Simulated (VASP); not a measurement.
# KCl in VASP: notebook

KCl is run at these levels: PBEsol; tasks: single point.

Program: VASP 6.6.1. These are calculated values, not measurements. Logs are shortened: lines on timing, memory, paths and dates and some standing lists are left out, and cuts for length are marked.

### Step 1. The cell of the first run

It takes space group I4/mmm (No. 139, tetragonal). Conventional cell: a = 4.413 Å, b = 4.413 Å, c = 6.533 Å, α = 90.00°, β = 90.00°, γ = 90.00°. K (site symmetry 4/mmm) has 6 Cl at 3.12 to 3.27 Å within 4.1 Å. Cl (site symmetry 4/mmm) has 6 K at 3.12 to 3.27 Å within 4.1 Å.

### Step 2. Single point, PBEsol

Input file INCAR:

```
PREC     = Accurate       # precision mode
ENCUT    = 520            # plane-wave cutoff, eV
EDIFF    = 1E-6           # SCF threshold, eV
ISMEAR   = 0              # smearing method
SIGMA    = 0.05           # smearing width, eV
LREAL    = False          # projectors in reciprocal space
LASPH    = True           # aspherical terms in the spheres
NELM     = 100            # most SCF steps
ALGO     = Normal         # electronic algorithm
ISIF     = 2              # what is computed and relaxed
LWAVE    = False          # write WAVECAR
LCHARG   = False          # write CHGCAR
GGA      = PS             # functional
NBANDS   = 24             # bands
```

Input file KPOINTS:

```
regular mesh
0
Gamma
  6 6 6
```

Input file POSCAR:

```
KCl
1.0
    0.0000000000     -3.1207041401     -3.2664410234
   -3.1207041401      0.0000000000     -3.2664410234
    3.1207041401      3.1207041401     -6.5328820469
K Cl
2 2
Direct
    0.5000000000      0.5000000000      0.5000000000
    0.0000000000      1.0000000000      0.0000000000
    0.7500000000      0.7500000000      0.7500000000
    0.2500000000      0.2500000000      0.2500000000
```

Potentials or basis: VASP PAW PBE potentials, release 64 (K_sv, Cl).

Started as:

```
$ cat potpaw_PBE.64/K_sv/POTCAR potpaw_PBE.64/Cl/POTCAR > POTCAR
$ mpirun -np 1 vasp_std > vasp.out
```

OUTCAR:

```text
PREC = Accurate
   ENCUT = 520
   EDIFF = 1E-6
   ISMEAR = 0
   LREAL = False
   LASPH = True
   NELM = 100
   ISIF = 2
   GGA = PS

 ion  position               nearest neighbor table
   1  0.500  0.500  0.500-   4 3.12   4 3.12   3 3.12   3 3.12
   2  0.000  0.000  0.000-   3 3.12   3 3.12   4 3.12   4 3.12
   3  0.750  0.750  0.750-   1 3.12   1 3.12   2 3.12   2 3.12
   4  0.250  0.250  0.250-   2 3.12   2 3.12   1 3.12   1 3.12

  LATTYP: Found a base centered monoclinic cell.
 ALAT       =     7.8839163173
 B/A-ratio  =     0.5597905840
 C/A-ratio  =     1.0000000000
 COS(beta)  =    -0.3732690042

  Lattice vectors:

 A1 = (   0.0000000000,   3.1207041401,   3.2664410234)
 A2 = (   3.1207041401,   0.0000000000,   3.2664410234)
 A3 = (   3.1207041401,   3.1207041401,  -6.5328820469)

Analysis of symmetry for initial positions (statically):
=====================================================================
 Subroutine PRICEL returns following result:

  LATTYP: Found a body centered tetragonal cell.
 ALAT       =     4.4133421191
 C/A-ratio  =     1.4802573357

  Lattice vectors:

 A1 = (  -3.1207041401,   0.0000000000,  -3.2664410234)
 A2 = (   3.1207041401,   0.0000000000,  -3.2664410235)
 A3 = (   0.0000000000,  -3.1207041401,   3.2664410235)

   2 primitive cells build up your supercell.

 Routine SETGRP: Setting up the symmetry group for a
 base centered monoclinic supercell.

 Subroutine GETGRP returns: Found  4 space group operations
 (whereof  4 operations were pure point group operations)
 out of a pool of  4 trial point group operations.

The static configuration has the point symmetry C_2h.

Analysis of symmetry for dynamics (positions and initial velocities):
=====================================================================
 Subroutine PRICEL returns following result:

  LATTYP: Found a body centered tetragonal cell.
 ALAT       =     4.4133421191
 C/A-ratio  =     1.4802573357

  Lattice vectors:

 A1 = (  -3.1207041401,   0.0000000000,  -3.2664410234)
 A2 = (   3.1207041401,   0.0000000000,  -3.2664410235)
 A3 = (   0.0000000000,  -3.1207041401,   3.2664410235)

[... 102 lines left out ...]
   ICHARG =      2    charge: 1-file 2-atom 10-const
   ISPIN  =      1    spin polarized calculation?
   LNONCOLLINEAR =      F non collinear calculations
   LSORBIT =      F    spin-orbit coupling
   LASPH  =      T    aspherical Exc in radial PAW
   ENCUT  =  520.0 eV  38.22 Ry    6.18 a.u.   8.40  8.40 14.66*2*pi/ulx,y,z
   NELM   =    100;   NELMIN=  2; NELMDL= -5     # of ELM steps
   EDIFF  = 0.1E-05   stopping-criterion for ELM
   LREAL  =      F    real-space projection
   EDIFFG = 0.1E-04   stopping-criterion for IOM
   NSW    =      0    number of steps for IOM
   IBRION =     -1    ionic relax: 0-MD 1-quasi-New 2-CG
   NFREE  =      0    steps in history (QN), initial steepest desc. (CG)
   ISIF   =      2    stress and relaxation
   ISYM   =      2    0-nonsym 1-usesym 2-fastsym
   POTIM  = 0.5000    time-step for ionic-motion
   TEBEG  =    0.0;   TEEND  =   0.0 temperature during run
   PSTRESS=    0.0 pullay stress
   NELECT =      32.0000    total number of electrons
   NUPDOWN=      -1.0000    fix difference up-down
   EMIN   =  10.00;   EMAX   =-10.00  energy-range for DOS
   EFERMI =   0.00;   METHOD = LEGACY
   ISMEAR =     0;   SIGMA  =   0.05  broadening in eV -4-tet -1-fermi 0-gaus
   EFERMI_NEDOS =   21; number of points for ismear=-14 and -15
   IALGO  =     38    algorithm
   IMIX   =      4    mixing-type and parameters
     AMIX     =   0.40;   BMIX     =  1.00
     AMIX_MAG =   1.60;   BMIX_MAG =  1.00
  volume/ion in A,a.u.               =      31.81       214.67
  Fermi-wavevector in a.u.,A,eV,Ry     =   1.033344  1.952737 14.528292  1.067799
  Thomas-Fermi vector in A             =   2.167586
   LORBIT       =      0    0 simple, 1 ext, 2 COOP (PROOUT), +10 PAW based schemes
   GGA     = PS    functional components
   LHFCALC =     F    Hartree Fock is set to
   AEXX    =    0.0000 exact exchange contribution
   IVDW    =     0    specifies the selected vdW correction
   LEPSILON=     F    determine dielectric tensor
   LRPA    =     F    only Hartree local field effects (RPA)
 non-spin polarized calculation
 Gauss-broadening in eV      SIGMA  =   0.05
  energy-cutoff  :      520.00
  volume of cell :      127.24
 maximum number of plane-waves:      3445
 NGX is ok and might be reduce to    36
   NGX = 17   NGY = 17   NGZ = 29

 number of electron      32.0000000 magnetization

 Free energy of the ion-electron system (eV)
  ---------------------------------------------------
  ext. energy  EPLUGINS =         0.00000000
  ---------------------------------------------------
  free energy    TOTEN  =       -14.02085773 eV

  energy without entropy =      -14.02085773  energy(sigma->0) =      -14.02085773

 E-fermi :  -1.6648     XC(G=0):  -7.6262

 val. band max:       -1.9776476236   @ k =   0.0000   0.0000   0.0000
 cond. band min:       2.9663206287   @ k =   0.0000   0.0000   0.0000
 fundamental gap:      4.9439682523
 Fermi energy:        -1.6647569319

 k-point     1 :       0.0000    0.0000    0.0000
  band No.  band energies     occupation
      1     -29.0773      2.00000
      2     -29.0673      2.00000
      3     -14.2377      2.00000
      4     -14.0560      2.00000
      5     -12.6231      2.00000
      6     -12.6068      2.00000
[... 637 lines left out ...]
     23       7.5597      0.00000
     24       7.8232      0.00000

 [... further k-points ...]

------------------------ aborting loop because EDIFF is reached ----------------------------------------

  FORCE on cell =-STRESS in cart. coord.  units (eV):
  Direction    XX          YY          ZZ          XY          YZ          ZX
  --------------------------------------------------------------------------------------
  -------------------------------------------------------------------------------------
  Total       -0.1642140     -0.1642140     -1.1223788     -0.0001709      0.0001290      0.0001290
  in kB       -2.0676682     -2.0676682    -14.1322081     -0.0021517      0.0016242      0.0016243
  external PRESSURE =      -6.0891815 kB  Pullay stress =       0.0000000 kB

 VOLUME and BASIS-vectors are now :
 -----------------------------------------------------------------------------
  energy-cutoff  :      520.00
  volume of cell :      127.24
      direct lattice vectors                 reciprocal lattice vectors
     0.000000000 -3.120704140 -3.266441023     0.080110125 -0.240330376 -0.076535899
    -3.120704140  0.000000000 -3.266441023    -0.240330376  0.080110125 -0.076535899
     3.120704140  3.120704140 -6.532882047     0.080110125  0.080110125 -0.076535899

 POSITION                                       TOTAL-FORCE (eV/Angst)
 -----------------------------------------------------------------------------------
      0.00000      0.00000     -6.53288        -0.000000      0.000000     -0.000000
      0.00000      0.00000      0.00000         0.000000     -0.000000     -0.000000
      0.00000      0.00000     -9.79932         0.000000      0.000000      0.000000
      0.00000      0.00000     -3.26644        -0.000000     -0.000000      0.000000
 -----------------------------------------------------------------------------------
    total drift:                                0.000000     -0.000000     -0.000000

  FREE ENERGIE OF THE ION-ELECTRON SYSTEM (eV)
  ---------------------------------------------------
  free  energy   TOTEN  =       -14.0208577270 eV

  energy  without entropy=      -14.0208577270  energy(sigma->0) =      -14.02085773
```

Run time: 4.2 min. Hardware: 1 thread of Intel Xeon 8259CL, shared host; peak memory 0.37 GiB.

What came out:

* Free energy: -14.0209 eV
* Pressure: -0.6 GPa
* Band gap on the k mesh: 4.94 eV

Levels at points of the mesh, in eV from the valence-band top:
```
           k point  band 13  band 14  band 15  band 16  band 17  band 18  band 19  band 20
(0.00, 0.00, 0.00)    -0.33    -0.02     0.00     0.00     4.94     7.36     8.09     8.38
(0.50, 0.00, 0.00)    -0.40    -0.40    -0.29    -0.29     7.22     7.22     8.03     8.03
(0.50, 0.50, 0.00)    -0.33    -0.33    -0.20    -0.20     6.45     7.36     8.10     8.39
(0.00, 0.00, 0.50)    -0.18    -0.18    -0.17    -0.17     6.19     6.19     8.03     8.03
(0.50, 0.00, 0.50)    -0.33    -0.33    -0.25    -0.24     6.40     7.36     8.15     8.39
(0.50, 0.50, 0.50)    -0.42    -0.42    -0.26    -0.26     7.29     7.29     8.06     8.06
```

Caveat: the PAW data sets were made with another functional, which shifts forces and pressure a little. A k mesh can miss the band edges.

(Part 1 of 2 ends here.)
